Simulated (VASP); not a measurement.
# Sr (P6_3/mmc) in VASP: a series of runs

The runs below take Sr through single point, with r2SCAN.

All numbers are computed with VASP 6.6.1; they aren't measurements. Logs are shortened: lines on timing, memory, paths and dates and some standing lists are left out, and cuts for length are marked.

## 1. The cell of the first run

It takes space group P6_3/mmc (No. 194, hexagonal). The conventional cell has a = 4.306 Å, b = 4.306 Å, c = 7.117 Å, α = 90.00°, β = 90.00°, γ = 120.00°. Sr (site symmetry -6m2) has 12 Sr at 4.31 to 4.34 Å within 5.6 Å.

## 2. Single point, r2SCAN

Contents of POSCAR:

```
Sr
1.0
    4.3062585013      0.0000000000      0.0000000000
   -2.1531292507      3.7293292574      0.0000000000
    0.0000000000      0.0000000000      7.1169640774
Sr
2
Direct
    0.3333333333      0.6666666667      0.2500000000
    0.6666666667      0.3333333333      0.7500000000
```

Contents of INCAR.step1:

```
SYSTEM = Sr
  ALGO = Normal
  EDIFF = 1E-4
  ENCUT = 520
  GGA = PE
  ISMEAR = 0
  LASPH = .TRUE.
  LCHARG = .FALSE.
  LREAL = .FALSE.
  LWAVE = .TRUE.
  NBANDS = 17
  NELM = 100
  PREC = Accurate
  SIGMA = 0.1
```

Contents of INCAR.step2:

```
SYSTEM = Sr
  ALGO = Normal
  EDIFF = 1E-7
  ENCUT = 520
  ISIF = 2
  ISMEAR = 0
  ISTART = 1
  LASPH = .TRUE.
  LCHARG = .TRUE.
  LELF = .TRUE.
  LMIXTAU = .TRUE.
  LREAL = .FALSE.
  LVHAR = .TRUE.
  LWAVE = .FALSE.
  METAGGA = R2SCAN
  NBANDS = 17
  NELM = 100
  PREC = Accurate
  SIGMA = 0.1
```

Contents of KPOINTS:

```
k-points
0
G
  12 12 6
  0 0 0
```

Potentials or basis: VASP PAW PBE potentials, release 64 (Sr_sv).

Launch:

```
> cat potpaw_PBE.64/Sr_sv/POTCAR > POTCAR
> cp INCAR.step1 INCAR
> mpirun -np 1 vasp_std > vasp.out
> cp INCAR.step2 INCAR
> mpirun -np 1 vasp_std > vasp.out
```

OUTCAR:

```text
SYSTEM = Sr
   EDIFF = 1E-7
   ENCUT = 520
   ISIF = 2
   ISMEAR = 0
   ISTART = 1
   LASPH = .TRUE.
   LREAL = .FALSE.
   METAGGA = R2SCAN
   NELM = 100
   PREC = Accurate

 ion  position               nearest neighbor table
   1  0.333  0.667  0.250-   2 4.34   2 4.34   2 4.34   2 4.34   2 4.34   2 4.34
   2  0.667  0.333  0.750-   1 4.34   1 4.34   1 4.34   1 4.34   1 4.34   1 4.34

  LATTYP: Found a hexagonal cell.
 ALAT       =     4.3062585013
 C/A-ratio  =     1.6527024737

  Lattice vectors:

 A1 = (   4.3062585013,   0.0000000000,   0.0000000000)
 A2 = (  -2.1531292507,   3.7293292574,   0.0000000000)
 A3 = (   0.0000000000,   0.0000000000,   7.1169640774)

Analysis of symmetry for initial positions (statically):
=====================================================================
 Subroutine PRICEL returns:
 Original cell was already a primitive cell.

 Routine SETGRP: Setting up the symmetry group for a
 hexagonal supercell.

 Subroutine GETGRP returns: Found 24 space group operations
 (whereof 12 operations were pure point group operations)
 out of a pool of 24 trial point group operations.

The static configuration has the point symmetry D_3d.
 The point group associated with its full space group is D_6h.

Analysis of symmetry for dynamics (positions and initial velocities):
=====================================================================
 Subroutine PRICEL returns:
 Original cell was already a primitive cell.

 Routine SETGRP: Setting up the symmetry group for a
 hexagonal supercell.

 Subroutine GETGRP returns: Found 24 space group operations
 (whereof 12 operations were pure point group operations)
 out of a pool of 24 trial point group operations.

The dynamic configuration has the point symmetry D_3d.
 The point group associated with its full space group is D_6h.

 Subroutine INISYM returns: Found 24 space group operations
 (whereof 12 operations are pure point group operations),
 and found     1 'primitive' translations

----------------------------------------------------------------------------------------

                                     Primitive cell

  volume of cell :     114.2946

  direct lattice vectors                    reciprocal lattice vectors
     4.306258501  0.000000000  0.000000000     0.232220151  0.134072367  0.000000000
    -2.153129251  3.729329257  0.000000000     0.000000000  0.268144734  0.000000000
     0.000000000  0.000000000  7.116964077     0.000000000  0.000000000  0.140509350

  length of vectors
     4.306258501  4.306258501  7.116964077     0.268144734  0.268144734  0.140509350

  position of ions in fractional coordinates (direct lattice)
     0.333333333  0.666666667  0.250000000
     0.666666667  0.333333333  0.750000000

  ion indices of the primitive-cell ions
   primitive index   ion index
                 1           1
                 2           2

----------------------------------------------------------------------------------------

 KPOINTS: k-points

Automatic generation of k-mesh.
 Grid dimensions read from file:
 generate k-points for:   12   12    6

 Generating k-lattice:

  Cartesian coordinates                     Fractional coordinates (reciprocal lattice)
     0.019351679  0.011172697  0.000000000     0.083333333 -0.000000000  0.000000000
     0.000000000  0.022345394  0.000000000     0.000000000  0.083333333  0.000000000
     0.000000000  0.000000000  0.023418225     0.000000000  0.000000000  0.166666667

  Length of vectors
     0.022345394  0.022345394  0.023418225

  Shift w.r.t. Gamma in fractional coordinates (k-lattice)
     0.000000000  0.000000000  0.000000000

 Subroutine IBZKPT returns following result:
 ===========================================

 Found     76 irreducible k-points:

 Following reciprocal coordinates:
            Coordinates               Weight
  0.000000  0.000000  0.000000      1.000000
  0.083333 -0.000000  0.000000      6.000000
  0.166667 -0.000000  0.000000      6.000000
  0.250000  0.000000  0.000000      6.000000
  0.333333 -0.000000  0.000000      6.000000
  0.416667  0.000000  0.000000      6.000000
[... 16 lines left out ...]
  0.250000  0.000000  0.166667     12.000000
  0.333333 -0.000000  0.166667     12.000000
 [... further k-points ...]
   k-points           NKPTS =     76   k-points in BZ     NKDIM =     76   number of bands    NBANDS=     17
   number of dos      NEDOS =    301   number of ions     NIONS =      2
   total plane-waves  NPLWV =  55296
   dimension x,y,z NGX =    32 NGY =   32 NGZ =   54
   dimension x,y,z NGXF=    64 NGYF=   64 NGZF=  108
   ions per type =               2
   NGX,Y,Z   is equivalent  to a cutoff of  12.35, 12.35, 12.61 a.u.
   NGXF,Y,Z  is equivalent  to a cutoff of  24.71, 24.71, 25.23 a.u.
 SYSTEM =  Sr
   PREC   = accura    normal or accurate (medium, high low for compatibility)
   ISTART =      1    job   : 0-new  1-cont  2-samecut
   ICHARG =      0    charge: 1-file 2-atom 10-const
   ISPIN  =      1    spin polarized calculation?
   LNONCOLLINEAR =      F non collinear calculations
   LSORBIT =      F    spin-orbit coupling
   LASPH  =      T    aspherical Exc in radial PAW
   ENCUT  =  520.0 eV  38.22 Ry    6.18 a.u.   8.01  8.01 13.23*2*pi/ulx,y,z
   NELM   =    100;   NELMIN=  2; NELMDL=  0     # of ELM steps
   EDIFF  = 0.1E-06   stopping-criterion for ELM
   LREAL  =      F    real-space projection
   EDIFFG = 0.1E-05   stopping-criterion for IOM
   NSW    =      0    number of steps for IOM
   IBRION =     -1    ionic relax: 0-MD 1-quasi-New 2-CG
   NFREE  =      0    steps in history (QN), initial steepest desc. (CG)
   ISIF   =      2    stress and relaxation
   ISYM   =      2    0-nonsym 1-usesym 2-fastsym
   POTIM  = 0.5000    time-step for ionic-motion
   TEBEG  =    0.0;   TEEND  =   0.0 temperature during run
   PSTRESS=    0.0 pullay stress
   NELECT =      20.0000    total number of electrons
   NUPDOWN=      -1.0000    fix difference up-down
   EMIN   =  10.00;   EMAX   =-10.00  energy-range for DOS
   EFERMI =   0.00;   METHOD = LEGACY
   ISMEAR =     0;   SIGMA  =   0.10  broadening in eV -4-tet -1-fermi 0-gaus
   EFERMI_NEDOS =   21; number of points for ismear=-14 and -15
   IALGO  =     38    algorithm
   IMIX   =      4    mixing-type and parameters
     AMIX     =   0.40;   BMIX     =  1.00
     AMIX_MAG =   1.60;   BMIX_MAG =  1.00
  volume/ion in A,a.u.               =      57.15       385.65
  Fermi-wavevector in a.u.,A,eV,Ry     =   0.915678  1.730381 11.408035  0.838467
  Thomas-Fermi vector in A             =   2.040447
   LORBIT       =      0    0 simple, 1 ext, 2 COOP (PROOUT), +10 PAW based schemes
   METAGGA = R2SCAN    functional components
   LHFCALC =     F    Hartree Fock is set to
   AEXX    =    0.0000 exact exchange contribution
   IVDW    =     0    specifies the selected vdW correction
   LEPSILON=     F    determine dielectric tensor
   LRPA    =     F    only Hartree local field effects (RPA)
 non-spin polarized calculation
 Gauss-broadening in eV      SIGMA  =   0.10
  energy-cutoff  :      520.00
  volume of cell :      114.29
 maximum number of plane-waves:      3114
   NGX = 17   NGY = 17   NGZ = 27

 number of electron      20.0000000 magnetization

 Free energy of the ion-electron system (eV)
  ---------------------------------------------------
  ext. energy  EPLUGINS =         0.00000000
  ---------------------------------------------------
  free energy    TOTEN  =       -30.19736214 eV

  energy without entropy =      -30.18708471  energy(sigma->0) =      -30.19222343

 E-fermi :   1.5046     XC(G=0):  -7.6737

 val. band max:        1.4939370934   @ k =   0.2500   0.0833   0.0000
 cond. band min:       1.5069590773   @ k =   0.3333   0.1667   0.0000
 fundamental gap:      0.0130219839
 Fermi energy:         1.5046282047

 k-point     1 :       0.0000    0.0000    0.0000
  band No.  band energies     occupation
      1     -36.6172      2.00000
      2     -36.6051      2.00000
      3     -18.0486      2.00000
      4     -17.9072      2.00000
      5     -17.9072      2.00000
      6     -17.8845      2.00000
[... 9 lines left out ...]
     16       4.5032      0.00000
     17       5.0800      0.00000

 k-point     2 :       0.0833   -0.0000    0.0000
  band No.  band energies     occupation
      1     -36.6164      2.00000
      2     -36.6047      2.00000
      3     -18.0446      2.00000
      4     -17.9167      2.00000
      5     -17.9102      2.00000
      6     -17.8943      2.00000
[... 9 lines left out ...]
     16       4.6001      0.00000
     17       4.8681      0.00000

 k-point     3 :       0.1667   -0.0000    0.0000
  band No.  band energies     occupation
      1     -36.6142      2.00000
      2     -36.6036      2.00000
      3     -18.0333      2.00000
      4     -17.9427      2.00000
      5     -17.9208      2.00000
      6     -17.9180      2.00000
[... 9 lines left out ...]
     16       4.5186      0.00000
     17       4.6974      0.00000

 k-point     4 :       0.2500    0.0000    0.0000
  band No.  band energies     occupation
      1     -36.6112      2.00000
      2     -36.6022      2.00000
      3     -18.0163      2.00000
      4     -17.9785      2.00000
      5     -17.9560      2.00000
      6     -17.9284      2.00000
[... 9 lines left out ...]
     16       4.8538      0.00000
     17       4.8835      0.00000

 k-point     5 :       0.3333   -0.0000    0.0000
  band No.  band energies     occupation
      1     -36.6079      2.00000
      2     -36.6010      2.00000
      3     -18.0144      2.00000
      4     -17.9966      2.00000
      5     -17.9903      2.00000
      6     -17.9386      2.00000
[... 9 lines left out ...]
     16       5.2721      0.00000
     17       5.4682      0.00000

 k-point     6 :       0.4167    0.0000    0.0000
  band No.  band energies     occupation
      1     -36.6053      2.00000
      2     -36.6004      2.00000
      3     -18.0408      2.00000
      4     -18.0149      2.00000
      5     -17.9784      2.00000
      6     -17.9459      2.00000
[... 9 lines left out ...]
     16       5.7221      0.00000
     17       6.1734      0.00000

 k-point     7 :       0.5000    0.0000    0.0000
  band No.  band energies     occupation
      1     -36.6042      2.00000
      2     -36.6002      2.00000
      3     -18.0505      2.00000
      4     -18.0238      2.00000
      5     -17.9700      2.00000
      6     -17.9485      2.00000
[... 9 lines left out ...]
     16       6.0245      0.00000
     17       6.6893      0.00000

 k-point     8 :       0.0833    0.0833    0.0000
  band No.  band energies     occupation
      1     -36.6149      2.00000
      2     -36.6040      2.00000
      3     -18.0370      2.00000
      4     -17.9328      2.00000
      5     -17.9208      2.00000
      6     -17.9076      2.00000
[... 9 lines left out ...]
     16       4.5491      0.00000
     17       4.7596      0.00000
[... 203 lines left out ...]
      1     -36.6011      2.00000
      2     -36.6011      2.00000
      3     -18.0188      2.00000
      4     -17.9953      2.00000
      5     -17.9953      2.00000
      6     -17.9687      2.00000
[... 9 lines left out ...]
     16       5.4986      0.00000
     17       5.4986      0.00000

 k-point    20 :       0.0000    0.0000    0.1667
  band No.  band energies     occupation
      1     -36.6164      2.00000
      2     -36.6059      2.00000
      3     -18.0373      2.00000
      4     -17.9057      2.00000
      5     -17.9057      2.00000
      6     -17.8867      2.00000
[... 9 lines left out ...]
     16       4.4180      0.00000
     17       5.2360      0.00000

 k-point    21 :       0.0833   -0.0000    0.1667
  band No.  band energies     occupation
      1     -36.6156      2.00000
      2     -36.6055      2.00000
      3     -18.0340      2.00000
      4     -17.9149      2.00000
      5     -17.9086      2.00000
      6     -17.8993      2.00000
[... 9 lines left out ...]
     16       4.4962      0.00000
     17       5.1082      0.00000

 k-point    22 :       0.1667   -0.0000    0.1667
  band No.  band energies     occupation
      1     -36.6135      2.00000
      2     -36.6043      2.00000
      3     -18.0250      2.00000
      4     -17.9398      2.00000
      5     -17.9261      2.00000
      6     -17.9162      2.00000
[... 9 lines left out ...]
     16       4.6539      0.00000
     17       4.9182      0.00000

 k-point    23 :       0.2500    0.0000    0.1667
  band No.  band energies     occupation
      1     -36.6106      2.00000
      2     -36.6028      2.00000
      3     -18.0150      2.00000
      4     -17.9713      2.00000
      5     -17.9603      2.00000
      6     -17.9263      2.00000
[... 9 lines left out ...]
     16       4.8854      0.00000
     17       4.9891      0.00000

 k-point    24 :       0.3333   -0.0000    0.1667
  band No.  band energies     occupation
      1     -36.6075      2.00000
      2     -36.6015      2.00000
      3     -18.0241      2.00000
      4     -17.9981      2.00000
      5     -17.9769      2.00000
      6     -17.9362      2.00000
[... 9 lines left out ...]
     16       5.2817      0.00000
     17       5.3786      0.00000

 [... further k-points ...]

------------------------ aborting loop because EDIFF is reached ----------------------------------------

  FORCE on cell =-STRESS in cart. coord.  units (eV):
  Direction    XX          YY          ZZ          XY          YZ          ZX
  --------------------------------------------------------------------------------------
  -------------------------------------------------------------------------------------
  Total        0.0110815      0.0110815      0.0136806     -0.0000000      0.0000000      0.0000000
  in kB        0.1553398      0.1553398      0.1917735     -0.0000000      0.0000000      0.0000000
  external PRESSURE =       0.1674843 kB  Pullay stress =       0.0000000 kB

 VOLUME and BASIS-vectors are now :
 -----------------------------------------------------------------------------
  energy-cutoff  :      520.00
  volume of cell :      114.29
      direct lattice vectors                 reciprocal lattice vectors
     4.306258501  0.000000000  0.000000000     0.232220151  0.134072367  0.000000000
    -2.153129251  3.729329257  0.000000000     0.000000000  0.268144734  0.000000000
     0.000000000  0.000000000  7.116964077     0.000000000  0.000000000  0.140509350

 POSITION                                       TOTAL-FORCE (eV/Angst)
 -----------------------------------------------------------------------------------
     -0.00000      2.48622      1.77924        -0.000000      0.000000      0.000000
      2.15313      1.24311      5.33772         0.000000     -0.000000      0.000000
 -----------------------------------------------------------------------------------
    total drift:                               -0.000000      0.000000     -0.000000

  FREE ENERGIE OF THE ION-ELECTRON SYSTEM (eV)
  ---------------------------------------------------
  free  energy   TOTEN  =       -30.1973621360 eV

  energy  without entropy=      -30.1870847146  energy(sigma->0) =      -30.19222343
```

Wall time 6.1 min (1 thread of Intel Xeon Platinum 8259CL at 2.50GHz (Skylake/Cascade Lake), shared host); peak memory 0.32 GiB.

What came out:

| Property | Result |
| --- | --- |
| Free energy | -30.1974 eV |
| Pressure | 0.0 GPa |
| Band gap on the k mesh | zero (band 10 reaches 1.71 eV, above the bottom of band 11 at 1.33 eV) |

Caveat: the PAW data sets were made with another functional, which shifts forces and pressure a little.

(Continued in part 2 of 2.)
